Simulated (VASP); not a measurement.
# S (Fd-3m) in VASP: a series of runs

S is run at these levels: PBE; tasks: single point.

Everything below comes from runs of VASP 6.6.1. Logs are shortened: lines on timing, memory, paths and dates and some standing lists are left out, and cuts for length are marked.

## (1) The cell of the first run

Symmetry: Fd-3m, No. 227, cubic system. Conventional cell: a = 4.266 Å, b = 4.266 Å, c = 4.266 Å, α = 90.00°, β = 90.00°, γ = 90.00°. Within 2.5 Å of S (site symmetry -43m) lie 4 S at 1.85 Å.

## (2) Single point, PBE (volume scaled by 0.4)

Contents of INCAR:

```
PREC     = Accurate       # precision mode
ENCUT    = 520            # plane-wave cutoff, eV
EDIFF    = 1E-6           # SCF threshold, eV
ISMEAR   = -1             # smearing method
SIGMA    = 0.08           # smearing width, eV
LREAL    = F              # projectors in reciprocal space
LASPH    = T              # aspherical terms in the spheres
NELM     = 60             # most SCF steps
ALGO     = Normal         # electronic algorithm
ISIF     = 2              # what is computed and relaxed
LWAVE    = F              # write WAVECAR
LCHARG   = F              # write CHGCAR
GGA      = PE             # functional
NBANDS   = 13             # bands
```

Contents of KPOINTS:

```
Automatic mesh
0
Gamma
  13 13 13
```

Contents of POSCAR:

```
S
1.0
    0.0000000000      2.1328333151      2.1328333151
    2.1328333151      0.0000000000      2.1328333151
    2.1328333151      2.1328333151      0.0000000000
S
2
Direct
   -0.1250000000     -0.1250000000     -0.1250000000
    0.1250000000      0.1250000000      0.1250000000
```

Potentials or basis: VASP PAW PBE potentials, release 64 (S).

The run is started by

```
$ cat potpaw_PBE.64/S/POTCAR > POTCAR
$ mpirun -np 1 vasp_std > vasp.out
```

OUTCAR:

```text
PREC = Accurate
   ENCUT = 520
   EDIFF = 1E-6
   ISMEAR = -1
   LREAL = F
   LASPH = T
   NELM = 60
   ISIF = 2
   GGA = PE

 ion  position               nearest neighbor table
   1  0.875  0.875  0.875-   2 1.85   2 1.85   2 1.85   2 1.85
   2  0.125  0.125  0.125-   1 1.85   1 1.85   1 1.85   1 1.85

  LATTYP: Found a face centered cubic cell.
 ALAT       =     4.2656666302

  Lattice vectors:

 A1 = (   0.0000000000,   2.1328333151,   2.1328333151)
 A2 = (   2.1328333151,   0.0000000000,   2.1328333151)
 A3 = (   2.1328333151,   2.1328333151,   0.0000000000)

Analysis of symmetry for initial positions (statically):
=====================================================================
 Subroutine PRICEL returns:
 Original cell was already a primitive cell.

 Routine SETGRP: Setting up the symmetry group for a
 face centered cubic supercell.

 Subroutine GETGRP returns: Found 48 space group operations
 (whereof 12 operations were pure point group operations)
 out of a pool of 48 trial point group operations.

The static configuration has the point symmetry D_3d.
 The point group associated with its full space group is O_h .

Analysis of symmetry for dynamics (positions and initial velocities):
=====================================================================
 Subroutine PRICEL returns:
 Original cell was already a primitive cell.

 Routine SETGRP: Setting up the symmetry group for a
 face centered cubic supercell.

 Subroutine GETGRP returns: Found 48 space group operations
 (whereof 12 operations were pure point group operations)
 out of a pool of 48 trial point group operations.

The dynamic configuration has the point symmetry D_3d.
 The point group associated with its full space group is O_h .

 Subroutine INISYM returns: Found 48 space group operations
 (whereof 12 operations are pure point group operations),
 and found     1 'primitive' translations

----------------------------------------------------------------------------------------

                                     Primitive cell

  volume of cell :      19.4044

  direct lattice vectors                    reciprocal lattice vectors
     0.000000000  2.132833315  2.132833315    -0.234429947  0.234429947  0.234429947
     2.132833315  0.000000000  2.132833315     0.234429947 -0.234429947  0.234429947
     2.132833315  2.132833315  0.000000000     0.234429947  0.234429947 -0.234429947

  length of vectors
     3.016281800  3.016281800  3.016281800     0.406044578  0.406044578  0.406044578

  position of ions in fractional coordinates (direct lattice)
     0.875000000  0.875000000  0.875000000
     0.125000000  0.125000000  0.125000000

  ion indices of the primitive-cell ions
   primitive index   ion index
                 1           1
                 2           2

----------------------------------------------------------------------------------------

 KPOINTS: Automatic mesh

Automatic generation of k-mesh.
 Grid dimensions read from file:
 generate k-points for:   13   13   13

 Generating k-lattice:

  Cartesian coordinates                     Fractional coordinates (reciprocal lattice)
    -0.018033073  0.018033073  0.018033073     0.076923077  0.000000000  0.000000000
     0.018033073 -0.018033073  0.018033073     0.000000000  0.076923077  0.000000000
     0.018033073  0.018033073 -0.018033073     0.000000000  0.000000000  0.076923077

  Length of vectors
     0.031234198  0.031234198  0.031234198

  Shift w.r.t. Gamma in fractional coordinates (k-lattice)
     0.000000000  0.000000000  0.000000000

 Subroutine IBZKPT returns following result:
 ===========================================

 Found     84 irreducible k-points:

 Following reciprocal coordinates:
            Coordinates               Weight
  0.000000  0.000000  0.000000      1.000000
  0.076923  0.000000  0.000000      8.000000
  0.153846  0.000000  0.000000      8.000000
  0.230769  0.000000  0.000000      8.000000
  0.307692  0.000000  0.000000      8.000000
  0.384615  0.000000  0.000000      8.000000
[... 16 lines left out ...]
  0.384615  0.153846  0.000000     24.000000
  0.461538  0.153846  0.000000     24.000000
 [... further k-points ...]
   k-points           NKPTS =     84   k-points in BZ     NKDIM =     84   number of bands    NBANDS=     13
   number of dos      NEDOS =    301   number of ions     NIONS =      2
   total plane-waves  NPLWV =  13824
   dimension x,y,z NGX =    24 NGY =   24 NGZ =   24
   dimension x,y,z NGXF=    48 NGYF=   48 NGZF=   48
   ions per type =               2
   NGX,Y,Z   is equivalent  to a cutoff of  13.23, 13.23, 13.23 a.u.
   NGXF,Y,Z  is equivalent  to a cutoff of  26.46, 26.46, 26.46 a.u.
 SYSTEM =  unknown system
   PREC   = accura    normal or accurate (medium, high low for compatibility)
   ISTART =      0    job   : 0-new  1-cont  2-samecut
   ICHARG =      2    charge: 1-file 2-atom 10-const
   ISPIN  =      1    spin polarized calculation?
   LNONCOLLINEAR =      F non collinear calculations
   LSORBIT =      F    spin-orbit coupling
   LASPH  =      T    aspherical Exc in radial PAW
   ENCUT  =  520.0 eV  38.22 Ry    6.18 a.u.   5.61  5.61  5.61*2*pi/ulx,y,z
   NELM   =     60;   NELMIN=  2; NELMDL= -5     # of ELM steps
   EDIFF  = 0.1E-05   stopping-criterion for ELM
   LREAL  =      F    real-space projection
   EDIFFG = 0.1E-04   stopping-criterion for IOM
   NSW    =      0    number of steps for IOM
   IBRION =     -1    ionic relax: 0-MD 1-quasi-New 2-CG
   NFREE  =      0    steps in history (QN), initial steepest desc. (CG)
   ISIF   =      2    stress and relaxation
   ISYM   =      2    0-nonsym 1-usesym 2-fastsym
   POTIM  = 0.5000    time-step for ionic-motion
   TEBEG  =    0.0;   TEEND  =   0.0 temperature during run
   PSTRESS=    0.0 pullay stress
   NELECT =      12.0000    total number of electrons
   NUPDOWN=      -1.0000    fix difference up-down
   EMIN   =  10.00;   EMAX   =-10.00  energy-range for DOS
   EFERMI =   0.00;   METHOD = LEGACY
   ISMEAR =    -1;   SIGMA  =   0.08  broadening in eV -4-tet -1-fermi 0-gaus
   EFERMI_NEDOS =   21; number of points for ismear=-14 and -15
   IALGO  =     38    algorithm
   IMIX   =      4    mixing-type and parameters
     AMIX     =   0.40;   BMIX     =  1.00
     AMIX_MAG =   1.60;   BMIX_MAG =  1.00
  volume/ion in A,a.u.               =       9.70        65.47
  Fermi-wavevector in a.u.,A,eV,Ry     =   1.394767  2.635727 26.468434  1.945375
  Thomas-Fermi vector in A             =   2.518284
   LORBIT       =      0    0 simple, 1 ext, 2 COOP (PROOUT), +10 PAW based schemes
   GGA     = PE    functional components
   LHFCALC =     F    Hartree Fock is set to
   AEXX    =    0.0000 exact exchange contribution
   IVDW    =     0    specifies the selected vdW correction
   LEPSILON=     F    determine dielectric tensor
   LRPA    =     F    only Hartree local field effects (RPA)
 non-spin polarized calculation
  energy-cutoff  :      520.00
  volume of cell :       19.40
 maximum number of plane-waves:       535
   NGX = 11   NGY = 11   NGZ = 11

 number of electron      12.0000002 magnetization

 Free energy of the ion-electron system (eV)
  ---------------------------------------------------
  ext. energy  EPLUGINS =         0.00000000
  ---------------------------------------------------
  free energy    TOTEN  =         1.32898838 eV

  energy without entropy =        1.35361330  energy(sigma->0) =        1.34130084

 E-fermi :  16.3454     XC(G=0): -13.2139

 val. band max:       16.2509329037   @ k =   0.3846   0.2308   0.0769
 cond. band min:      16.3461458679   @ k =  -0.3846   0.1538   0.0000
 fundamental gap:      0.0952129642
 Fermi energy:        16.3453724229

 k-point     1 :       0.0000    0.0000    0.0000
  band No.  band energies     occupation
      1      -8.9462      2.00000
      2       8.7701      2.00000
      3       8.7701      2.00000
      4       8.7701      2.00000
      5      13.6744      2.00000
      6      13.6744      2.00000
      7      13.6744      2.00000
      8      16.1235      1.88248
      9      21.9986      0.00000
     10      21.9986      0.00000
     11      24.1562      0.00000
     12      28.6523      0.00000
     13      28.6523      0.00000

 k-point     2 :       0.0769    0.0000    0.0000
  band No.  band energies     occupation
      1      -8.8261      2.00000
      2       7.8469      2.00000
      3       8.6128      2.00000
      4       8.6128      2.00000
      5      13.8611      2.00000
      6      13.9244      2.00000
      7      13.9244      2.00000
      8      16.7242      0.01741
      9      21.7156      0.00000
     10      21.7156      0.00000
     11      24.5814      0.00000
     12      28.3107      0.00000
     13      29.3203      0.00000

 k-point     3 :       0.1538    0.0000    0.0000
  band No.  band energies     occupation
      1      -8.4692      2.00000
      2       5.9451      2.00000
      3       8.2442      2.00000
      4       8.2442      2.00000
      5      13.7977      2.00000
      6      14.5027      2.00000
      7      14.5027      2.00000
      8      18.3492      0.00000
      9      21.2551      0.00000
     10      21.2551      0.00000
     11      25.4963      0.00000
     12      27.9058      0.00000
     13      30.9639      0.00000
[... 305 lines left out ...]
 k-point    23 :       0.3846    0.1538    0.0000
  band No.  band energies     occupation
      1      -6.4027      2.00000
      2       1.3082      2.00000
      3       5.9115      2.00000
      4       6.3649      2.00000
      5      13.3588      2.00000
      6      16.2199      1.65493
      7      17.1528      0.00008
      8      17.8121      0.00000
      9      24.9578      0.00000
     10      25.3795      0.00000
     11      26.7590      0.00000
     12      30.3791      0.00000
     13      31.5557      0.00000

 k-point    24 :       0.4615    0.1538    0.0000
  band No.  band energies     occupation
      1      -5.5200      2.00000
      2      -0.2105      2.00000
      3       5.4288      2.00000
      4       6.3453      2.00000
      5      13.4310      2.00000
      6      16.0649      1.94175
      7      16.8891      0.00223
      8      19.4517      0.00000
      9      25.3914      0.00000
     10      26.6362      0.00000
     11      28.0402      0.00000
     12      28.0588      0.00000
     13      30.3308      0.00000

 [... further k-points ...]
[... 5 lines left out ...]
  --------------------------------------------------------------------------------------
  -------------------------------------------------------------------------------------
  Total       18.7086259     18.7086259     18.7086259      0.0000000      0.0000000     -0.0000000
  in kB     1544.7269714   1544.7269714   1544.7269714      0.0000000      0.0000000     -0.0000000
  external PRESSURE =    1544.7269714 kB  Pullay stress =       0.0000000 kB

 VOLUME and BASIS-vectors are now :
 -----------------------------------------------------------------------------
  energy-cutoff  :      520.00
  volume of cell :       19.40
      direct lattice vectors                 reciprocal lattice vectors
     0.000000000  2.132833315  2.132833315    -0.234429947  0.234429947  0.234429947
     2.132833315  0.000000000  2.132833315     0.234429947 -0.234429947  0.234429947
     2.132833315  2.132833315  0.000000000     0.234429947  0.234429947 -0.234429947

 POSITION                                       TOTAL-FORCE (eV/Angst)
 -----------------------------------------------------------------------------------
      3.73246      3.73246      3.73246        -0.000000     -0.000000     -0.000000
      0.53321      0.53321      0.53321         0.000000      0.000000      0.000000
 -----------------------------------------------------------------------------------
    total drift:                                0.000000      0.000000      0.000000

  FREE ENERGIE OF THE ION-ELECTRON SYSTEM (eV)
  ---------------------------------------------------
  free  energy   TOTEN  =         1.3289883823 eV

  energy  without entropy=        1.3536133032  energy(sigma->0) =        1.34130084
```

Run time: 10 s. Hardware: 1 thread of Intel Xeon Platinum 8259CL at 2.50GHz (Skylake/Cascade Lake), shared host; peak memory 0.14 GiB.

What came out:

* Free energy: 1.3290 eV
* Pressure: 154.5 GPa
* Band gap on the k mesh: zero (band 6 reaches 18.88 eV, above the bottom of band 7 at 13.67 eV)

## (3) Single point, PBE (volume scaled by 0.4)

Contents of INCAR:

```
SYSTEM = S
PREC     = Accurate       ! precision mode
ENCUT    = 520            ! plane-wave cutoff, eV
EDIFF    = 1E-6           ! SCF threshold, eV
ISMEAR   = -1             ! smearing method
SIGMA    = 0.08           ! smearing width, eV
LREAL    = .FALSE.        ! projectors in reciprocal space
LASPH    = .TRUE.         ! aspherical terms in the spheres
NELM     = 80             ! most SCF steps
ALGO     = Normal         ! electronic algorithm
ISIF     = 2              ! what is computed and relaxed
LWAVE    = .FALSE.        ! write WAVECAR
LCHARG   = .FALSE.        ! write CHGCAR
GGA      = PE             ! functional
NBANDS   = 13             ! bands
```

Contents of KPOINTS:

```
regular mesh
0
G
  13 13 13
  0 0 0
```

POSCAR is that of step 2.

Potentials or basis: VASP PAW PBE potentials, release 64 (S).

The run is started by

```
$ cat potpaw_PBE.64/S/POTCAR > POTCAR
$ mpirun -np 1 vasp_std > vasp.out
```

OUTCAR:

```text
SYSTEM = S
   PREC = Accurate
   ENCUT = 520
   EDIFF = 1E-6
   ISMEAR = -1
   LREAL = .FALSE.
   LASPH = .TRUE.
   NELM = 80
   ISIF = 2
   GGA = PE

 ion  position               nearest neighbor table
   1  0.875  0.875  0.875-   2 1.85   2 1.85   2 1.85   2 1.85
   2  0.125  0.125  0.125-   1 1.85   1 1.85   1 1.85   1 1.85

  LATTYP: Found a face centered cubic cell.
 ALAT       =     4.2656666302

  Lattice vectors:

 A1 = (   0.0000000000,   2.1328333151,   2.1328333151)
 A2 = (   2.1328333151,   0.0000000000,   2.1328333151)
 A3 = (   2.1328333151,   2.1328333151,   0.0000000000)

Analysis of symmetry for initial positions (statically):
=====================================================================
 Subroutine PRICEL returns:
 Original cell was already a primitive cell.

 Routine SETGRP: Setting up the symmetry group for a
 face centered cubic supercell.

 Subroutine GETGRP returns: Found 48 space group operations
 (whereof 12 operations were pure point group operations)
 out of a pool of 48 trial point group operations.

The static configuration has the point symmetry D_3d.
 The point group associated with its full space group is O_h .

Analysis of symmetry for dynamics (positions and initial velocities):
[... 167 lines left out ...]
  band No.  band energies     occupation
      1      -8.9462      2.00000
      2       8.7701      2.00000
      3       8.7701      2.00000
      4       8.7701      2.00000
      5      13.6744      2.00000
      6      13.6744      2.00000
      7      13.6744      2.00000
      8      16.1235      1.88248
      9      21.9986      0.00000
     10      21.9986      0.00000
     11      24.1562      0.00000
     12      28.6523      0.00000
     13      28.6523      0.00000
[... 354 lines left out ...]
  band No.  band energies     occupation
      1      -5.5200      2.00000
      2      -0.2105      2.00000
      3       5.4288      2.00000
      4       6.3453      2.00000
      5      13.4310      2.00000
      6      16.0649      1.94175
      7      16.8891      0.00223
      8      19.4517      0.00000
      9      25.3914      0.00000
     10      26.6362      0.00000
     11      28.0402      0.00000
     12      28.0588      0.00000
     13      30.3308      0.00000

 [... further k-points ...]
[... 5 lines left out ...]
  --------------------------------------------------------------------------------------
  -------------------------------------------------------------------------------------
  Total       18.7086259     18.7086259     18.7086259      0.0000000      0.0000000     -0.0000000
  in kB     1544.7269714   1544.7269714   1544.7269714      0.0000000      0.0000000     -0.0000000
  external PRESSURE =    1544.7269714 kB  Pullay stress =       0.0000000 kB

 VOLUME and BASIS-vectors are now :
 -----------------------------------------------------------------------------
  energy-cutoff  :      520.00
  volume of cell :       19.40
      direct lattice vectors                 reciprocal lattice vectors
     0.000000000  2.132833315  2.132833315    -0.234429947  0.234429947  0.234429947
     2.132833315  0.000000000  2.132833315     0.234429947 -0.234429947  0.234429947
     2.132833315  2.132833315  0.000000000     0.234429947  0.234429947 -0.234429947

 POSITION                                       TOTAL-FORCE (eV/Angst)
 -----------------------------------------------------------------------------------
      3.73246      3.73246      3.73246        -0.000000     -0.000000     -0.000000
      0.53321      0.53321      0.53321         0.000000      0.000000      0.000000
 -----------------------------------------------------------------------------------
    total drift:                                0.000000      0.000000      0.000000

  FREE ENERGIE OF THE ION-ELECTRON SYSTEM (eV)
  ---------------------------------------------------
  free  energy   TOTEN  =         1.3289883823 eV

  energy  without entropy=        1.3536133032  energy(sigma->0) =        1.34130084
```

It took 10 s on 1 thread of Intel Xeon Platinum 8259CL at 2.50GHz (Skylake/Cascade Lake), shared host; peak memory 0.13 GiB.

Results:

```yaml
Free_energy: 1.3290 eV
Pressure: 154.5 GPa
Band_gap_on_the_k_mesh: zero (band 6 reaches 18.88 eV, above the bottom of band 7 at 13.67 eV)
```

(Continued in part 2 of 2.)
